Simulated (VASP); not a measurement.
# TaN (TaN (100), 3 layers) in VASP: single point with PBE

Aim: the single point of TaN (TaN (100), 3 layers) with PBE.

Program: VASP 6.6.1. These are calculated values, not measurements. Logs are shortened: lines on timing, memory, paths and dates and some standing lists are left out, and cuts for length are marked.

## (1) The cell of the first run

The cell holds a slab with vacuum, 6 atoms: a = 3.123 Å, b = 3.123 Å, c = 20.417 Å, α = 90.00°, β = 90.00°, γ = 90.00°.

## (2) Single point, PBE

Input file INCAR:

```
PREC     = Accurate       # precision mode
ENCUT    = 520            # plane-wave cutoff, eV
EDIFF    = 1E-6           # SCF threshold, eV
ISMEAR   = -1             # smearing method
SIGMA    = 0.08           # smearing width, eV
LREAL    = False          # projectors in reciprocal space
LASPH    = True           # aspherical terms in the spheres
NELM     = 80             # most SCF steps
ALGO     = Normal         # electronic algorithm
ISIF     = 2              # what is computed and relaxed
LWAVE    = False          # write WAVECAR
LCHARG   = True           # write CHGCAR
GGA      = PE             # functional
LELF     = True           # ELF
LVHAR    = True         
NBANDS   = 33             # bands
```

Input file KPOINTS:

```
regular mesh
0
Gamma
  13 13 1
```

Input file POSCAR:

```
TaN
1.0
    3.1233934549      0.0000000000      0.0000000000
    0.0000000000      3.1233934549      0.0000000000
    0.0000000000      0.0000000000     20.4171000000
Ta N
3 3
Direct
    0.2500000000      0.2500000000      0.3972404933
    0.7500000000      0.7500000000      0.5000000003
    0.2500000000      0.2500000000      0.6027595063
    0.7500000000      0.7500000000      0.3844025642
    0.2500000000      0.2500000000      0.4999999991
    0.7500000000      0.7500000000      0.6155974368
```

Potentials or basis: VASP PAW PBE potentials, release 64 (Ta_pv, N).

Run with:

```
> cat potpaw_PBE.64/Ta_pv/POTCAR potpaw_PBE.64/N/POTCAR > POTCAR
> mpirun -np 1 vasp_std > vasp.out
```

OUTCAR:

```text
PREC = Accurate
   ENCUT = 520
   EDIFF = 1E-6
   ISMEAR = -1
   LREAL = False
   LASPH = True
   NELM = 80
   ISIF = 2
   GGA = PE

 ion  position               nearest neighbor table
   1  0.250  0.250  0.397-   5 2.10   4 2.22   4 2.22   4 2.22   4 2.22   2 3.05   2 3.05   2 3.05
                             2 3.05
   2  0.750  0.750  0.500-   5 2.21   5 2.21   5 2.21   5 2.21   4 2.36   6 2.36   3 3.05   3 3.05
                             3 3.05   3 3.05   1 3.05   1 3.05   1 3.05   1 3.05
   3  0.250  0.250  0.603-   5 2.10   6 2.22   6 2.22   6 2.22   6 2.22   2 3.05   2 3.05   2 3.05
                             2 3.05
   4  0.750  0.750  0.384-   1 2.22   1 2.22   1 2.22   1 2.22   2 2.36
   5  0.250  0.250  0.500-   1 2.10   3 2.10   2 2.21   2 2.21   2 2.21   2 2.21
   6  0.750  0.750  0.616-   3 2.22   3 2.22   3 2.22   3 2.22   2 2.36

  LATTYP: Found a simple tetragonal cell.
 ALAT       =     3.1233934549
 C/A-ratio  =     6.5368325492

  Lattice vectors:

 A1 = (   3.1233934549,   0.0000000000,   0.0000000000)
 A2 = (   0.0000000000,   3.1233934549,   0.0000000000)
 A3 = (   0.0000000000,   0.0000000000,  20.4171000000)

Analysis of symmetry for initial positions (statically):
=====================================================================
 Subroutine PRICEL returns:
 Original cell was already a primitive cell.

 Routine SETGRP: Setting up the symmetry group for a
 simple tetragonal supercell.

 Subroutine GETGRP returns: Found 16 space group operations
 (whereof  4 operations were pure point group operations)
 out of a pool of 16 trial point group operations.

The static configuration has the point symmetry C_2v.
 The point group associated with its full space group is D_4h.

Analysis of symmetry for dynamics (positions and initial velocities):
=====================================================================
 Subroutine PRICEL returns:
 Original cell was already a primitive cell.

 Routine SETGRP: Setting up the symmetry group for a
 simple tetragonal supercell.

 Subroutine GETGRP returns: Found 16 space group operations
 (whereof  4 operations were pure point group operations)
 out of a pool of 16 trial point group operations.

The dynamic configuration has the point symmetry C_2v.
 The point group associated with its full space group is D_4h.

 Subroutine INISYM returns: Found 16 space group operations
 (whereof  4 operations are pure point group operations),
 and found     1 'primitive' translations

----------------------------------------------------------------------------------------

                                     Primitive cell

  volume of cell :     199.1808

  direct lattice vectors                    reciprocal lattice vectors
     3.123393455  0.000000000  0.000000000     0.320164595  0.000000000  0.000000000
     0.000000000  3.123393455  0.000000000     0.000000000  0.320164595  0.000000000
     0.000000000  0.000000000 20.417100000     0.000000000  0.000000000  0.048978552

  length of vectors
     3.123393455  3.123393455 20.417100000     0.320164595  0.320164595  0.048978552

  position of ions in fractional coordinates (direct lattice)
     0.250000000  0.250000000  0.397240493
     0.750000000  0.750000000  0.500000000
     0.250000000  0.250000000  0.602759506
     0.750000000  0.750000000  0.384402564
     0.250000000  0.250000000  0.499999999
     0.750000000  0.750000000  0.615597437

  ion indices of the primitive-cell ions
   primitive index   ion index
                 1           1
                 2           2
                 3           3
                 4           4
                 5           5
                 6           6

----------------------------------------------------------------------------------------

 KPOINTS: regular mesh

Automatic generation of k-mesh.
 Grid dimensions read from file:
 generate k-points for:   13   13    1

 Generating k-lattice:

  Cartesian coordinates                     Fractional coordinates (reciprocal lattice)
     0.024628046  0.000000000  0.000000000     0.076923077  0.000000000  0.000000000
     0.000000000  0.024628046  0.000000000     0.000000000  0.076923077  0.000000000
     0.000000000  0.000000000  0.048978552     0.000000000  0.000000000  1.000000000

  Length of vectors
     0.024628046  0.024628046  0.048978552

  Shift w.r.t. Gamma in fractional coordinates (k-lattice)
     0.000000000  0.000000000  0.000000000

 Subroutine IBZKPT returns following result:
 ===========================================

 Found     28 irreducible k-points:

 Following reciprocal coordinates:
            Coordinates               Weight
  0.000000  0.000000  0.000000      1.000000
  0.076923  0.000000  0.000000      4.000000
  0.153846  0.000000  0.000000      4.000000
  0.230769  0.000000  0.000000      4.000000
  0.307692  0.000000  0.000000      4.000000
  0.384615  0.000000  0.000000      4.000000
[... 16 lines left out ...]
  0.307692  0.307692  0.000000      4.000000
  0.384615  0.307692  0.000000      8.000000
 [... further k-points ...]
   k-points           NKPTS =     28   k-points in BZ     NKDIM =     28   number of bands    NBANDS=     33
   number of dos      NEDOS =    301   number of ions     NIONS =      6
   total plane-waves  NPLWV =  92160
   dimension x,y,z NGX =    24 NGY =   24 NGZ =  160
   dimension x,y,z NGXF=    48 NGYF=   48 NGZF=  320
   ions per type =               3   3
   NGX,Y,Z   is equivalent  to a cutoff of  12.77, 12.77, 13.03 a.u.
   NGXF,Y,Z  is equivalent  to a cutoff of  25.55, 25.55, 26.06 a.u.
 SYSTEM =  unknown system
   PREC   = accura    normal or accurate (medium, high low for compatibility)
   ISTART =      0    job   : 0-new  1-cont  2-samecut
   ICHARG =      2    charge: 1-file 2-atom 10-const
   ISPIN  =      1    spin polarized calculation?
   LNONCOLLINEAR =      F non collinear calculations
   LSORBIT =      F    spin-orbit coupling
   LASPH  =      T    aspherical Exc in radial PAW
   ENCUT  =  520.0 eV  38.22 Ry    6.18 a.u.   5.81  5.81 37.96*2*pi/ulx,y,z
   NELM   =     80;   NELMIN=  2; NELMDL= -5     # of ELM steps
   EDIFF  = 0.1E-05   stopping-criterion for ELM
   LREAL  =      F    real-space projection
   EDIFFG = 0.1E-04   stopping-criterion for IOM
   NSW    =      0    number of steps for IOM
   IBRION =     -1    ionic relax: 0-MD 1-quasi-New 2-CG
   NFREE  =      0    steps in history (QN), initial steepest desc. (CG)
   ISIF   =      2    stress and relaxation
   ISYM   =      2    0-nonsym 1-usesym 2-fastsym
   POTIM  = 0.5000    time-step for ionic-motion
   TEBEG  =    0.0;   TEEND  =   0.0 temperature during run
   PSTRESS=    0.0 pullay stress
   NELECT =      48.0000    total number of electrons
   NUPDOWN=      -1.0000    fix difference up-down
   EMIN   =  10.00;   EMAX   =-10.00  energy-range for DOS
   EFERMI =   0.00;   METHOD = LEGACY
   ISMEAR =    -1;   SIGMA  =   0.08  broadening in eV -4-tet -1-fermi 0-gaus
   EFERMI_NEDOS =   21; number of points for ismear=-14 and -15
   IALGO  =     38    algorithm
   IMIX   =      4    mixing-type and parameters
     AMIX     =   0.40;   BMIX     =  1.00
     AMIX_MAG =   1.60;   BMIX_MAG =  1.00
  volume/ion in A,a.u.               =      33.20       224.02
  Fermi-wavevector in a.u.,A,eV,Ry     =   1.018762  1.925181 14.121162  1.037876
  Thomas-Fermi vector in A             =   2.152238
   LORBIT       =      0    0 simple, 1 ext, 2 COOP (PROOUT), +10 PAW based schemes
   GGA     = PE    functional components
[... 5 lines left out ...]
 non-spin polarized calculation
  energy-cutoff  :      520.00
  volume of cell :      199.18
 maximum number of plane-waves:      5416
 NGX is ok and might be reduce to    24
   NGX = 11   NGY = 11   NGZ = 75

 number of electron      48.0000000 magnetization

 Free energy of the ion-electron system (eV)
  ---------------------------------------------------
  ext. energy  EPLUGINS =         0.00000000
  ---------------------------------------------------
  free energy    TOTEN  =       -63.95400359 eV

  energy without entropy =      -63.85275182  energy(sigma->0) =      -63.90337770

 E-fermi :   0.7153     XC(G=0):  -5.3607

 val. band max:        0.7042057788   @ k =   0.2308   0.0769   0.0000
 cond. band min:       0.7226520050   @ k =   0.3846   0.2308   0.0000
 fundamental gap:      0.0184462262
 Fermi energy:         0.7153280799

 k-point     1 :       0.0000    0.0000    0.0000
  band No.  band energies     occupation
      1     -35.5880      2.00000
      2     -35.4972      2.00000
      3     -35.1899      2.00000
      4     -35.1899      2.00000
      5     -35.1245      2.00000
      6     -35.1245      2.00000
[... 25 lines left out ...]
     32       2.4883      0.00000
     33       2.4910      0.00000

 k-point     2 :       0.0769    0.0000    0.0000
  band No.  band energies     occupation
      1     -35.5817      2.00000
      2     -35.5070      2.00000
      3     -35.2075      2.00000
      4     -35.1841      2.00000
      5     -35.1591      2.00000
      6     -35.1216      2.00000
[... 25 lines left out ...]
     32       2.6263      0.00000
     33       2.7547      0.00000

 k-point     3 :       0.1538    0.0000    0.0000
  band No.  band energies     occupation
      1     -35.5645      2.00000
      2     -35.5379      2.00000
      3     -35.2564      2.00000
      4     -35.2453      2.00000
      5     -35.1676      2.00000
      6     -35.1136      2.00000
[... 25 lines left out ...]
     32       3.4326      0.00000
     33       3.4590      0.00000

 k-point     4 :       0.2308    0.0000    0.0000
  band No.  band energies     occupation
      1     -35.5893      2.00000
      2     -35.5433      2.00000
      3     -35.3507      2.00000
      4     -35.3286      2.00000
      5     -35.1434      2.00000
      6     -35.1023      2.00000
[... 25 lines left out ...]
     32       3.6370      0.00000
     33       4.2391      0.00000

 k-point     5 :       0.3077    0.0000    0.0000
  band No.  band energies     occupation
      1     -35.6514      2.00000
      2     -35.5417      2.00000
      3     -35.4318      2.00000
      4     -35.4126      2.00000
      5     -35.1161      2.00000
      6     -35.0903      2.00000
[... 604 lines left out ...]
 k-point    22 :       0.4615    0.2308    0.0000
  band No.  band energies     occupation
      1     -35.6531      2.00000
      2     -35.5569      2.00000
      3     -35.5331      2.00000
      4     -35.4187      2.00000
      5     -35.2967      2.00000
      6     -35.2463      2.00000
[... 25 lines left out ...]
     32       3.7351      0.00000
     33       4.6917      0.00000

 k-point    23 :       0.3077    0.3077    0.0000
  band No.  band energies     occupation
      1     -35.5802      2.00000
      2     -35.4592      2.00000
      3     -35.4587      2.00000
      4     -35.4020      2.00000
      5     -35.3783      2.00000
      6     -35.3498      2.00000
[... 25 lines left out ...]
     32       3.5879      0.00000
     33       4.0537      0.00000

 k-point    24 :       0.3846    0.3077    0.0000
  band No.  band energies     occupation
      1     -35.5902      2.00000
      2     -35.5101      2.00000
      3     -35.4784      2.00000
      4     -35.4152      2.00000
      5     -35.3883      2.00000
      6     -35.3499      2.00000
[... 25 lines left out ...]
     32       3.9278      0.00000
     33       3.9618      0.00000

 [... further k-points ...]
[... 5 lines left out ...]
  --------------------------------------------------------------------------------------
  -------------------------------------------------------------------------------------
  Total       -8.3421202     -8.3421202      0.1697364      0.0000000     -0.0000000      0.0000000
  in kB      -67.1026355    -67.1026355      1.3653316      0.0000000     -0.0000000      0.0000000
  external PRESSURE =     -44.2799798 kB  Pullay stress =       0.0000000 kB

 VOLUME and BASIS-vectors are now :
 -----------------------------------------------------------------------------
  energy-cutoff  :      520.00
  volume of cell :      199.18
      direct lattice vectors                 reciprocal lattice vectors
     3.123393455  0.000000000  0.000000000     0.320164595  0.000000000  0.000000000
     0.000000000  3.123393455  0.000000000     0.000000000  0.320164595  0.000000000
     0.000000000  0.000000000 20.417100000     0.000000000  0.000000000  0.048978552

 POSITION                                       TOTAL-FORCE (eV/Angst)
 -----------------------------------------------------------------------------------
      0.78085      0.78085      8.11050        -0.000000     -0.000000     -0.033573
      2.34255      2.34255     10.20855        -0.000000      0.000000      0.000000
      0.78085      0.78085     12.30660         0.000000     -0.000000      0.033573
      2.34255      2.34255      7.84839         0.000000     -0.000000     -0.017617
      0.78085      0.78085     10.20855         0.000000     -0.000000      0.000000
      2.34255      2.34255     12.56871         0.000000      0.000000      0.017617
 -----------------------------------------------------------------------------------
    total drift:                                0.000000      0.000000     -0.000002

  FREE ENERGIE OF THE ION-ELECTRON SYSTEM (eV)
  ---------------------------------------------------
  free  energy   TOTEN  =       -63.9540035903 eV

  energy  without entropy=      -63.8527518159  energy(sigma->0) =      -63.90337770
```

It took 4.5 min on 1 thread of AMD EPYC 7R13 (Zen 3), shared host; peak memory 0.34 GiB.

What came out:

- Free energy: -63.9540 eV
- Largest force: 0.034 eV/Å
- Band gap on the k mesh: zero (band 24 reaches 1.40 eV, above the bottom of band 25 at -0.73 eV)

Forces on the atoms (eV/Å):
```
Ta   0.000  0.000 -0.034
Ta   0.000  0.000  0.000
Ta   0.000  0.000  0.034
N    0.000  0.000 -0.018
N    0.000  0.000  0.000
N    0.000  0.000  0.018
```

Caveat: spin-orbit coupling is left out, which moves the levels of the heavy elements.
